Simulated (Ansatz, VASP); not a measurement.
**HfO2: VASP beside Ansatz**

```
CELL_PARAMETERS angstrom
0.00000 2.55750 2.55750
2.55750 0.00000 2.55750
2.55750 2.55750 0.00000
ATOMIC_POSITIONS crystal
Hf 0.00000 0.00000 0.00000
O 0.75000 0.75000 0.75000
O 0.25000 0.25000 0.25000
```

Alike in both runs: functional RPBE; k mesh 9 × 9 × 9; occupations fermi-dirac, width 0.05 eV; no spin polarisation.

```csv
,VASP,Ansatz
version,VASP 6.6.1,Ansatz 0.2.0
potentials or method,"VASP PAW PBE potentials, release 64 (Hf_pv, O)",Ansatz PAW
plane-wave cutoff (eV),520,420
valence electrons in the cell,22,38
task,single point,band structure
```

Ansatz gave:

```
gap on the k mesh at the Fermi level (eV) : 3.94
least direct gap on the mesh (eV)         : 4.05
pressure (GPa)                            : 2.5
```

Question: Which values does VASP return?

Answer: gap on the k mesh at the Fermi level (eV): 3.94; least direct gap on the mesh (eV): 4.05; pressure (GPa): -1.1.

VASP's potentials were made for PBE, not for RPBE. With one functional, cell and mesh, what is left measures potentials, basis and numerics. VASP's potentials hold 22 valence electrons a cell and Ansatz's 38, so a difference there can come from the potentials and not from the codes.

Spin-orbit coupling is off throughout. Noted on Ansatz's run: the k mesh misses the band edges, so the gap on the mesh is wider than the one along the path.
